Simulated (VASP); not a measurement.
Crystal: GaN.

```
Ga N
1.0
     0.00000    2.24895    2.24895
     2.24895    0.00000    2.24895
     2.24895    2.24895    0.00000
Ga N
1 1
Direct
  0.00000 0.00000 0.00000
  0.75000 0.75000 0.75000
```

Base run:

| Item | Value |
| --- | --- |
| Program | VASP 6.6.1 |
| Functional | r2SCAN |
| Potentials or basis | VASP PAW PBE potentials, release 64 (Ga_d, N) |
| Cutoff | 520 eV |
| k mesh | 6 × 6 × 6 |
| Occupations | gaussian, width 0.01 eV |
| Spin | no spin polarisation |

Its results: band gap on the k mesh 2.16 eV; pressure 1.0 GPa.

**Question.** After a change of settings the same cell gave: band gap on the k mesh 1.76 eV; pressure 6.2 GPa. Which change was it?
A. functional from r2SCAN to PBE
B. functional from r2SCAN to HSE06
C. functional from r2SCAN to PBE0

**Answer.** A.

Caveats: the PAW data sets were made with another functional, which shifts forces and pressure a little (at least some runs); the cell stands under pressure (at least some runs).
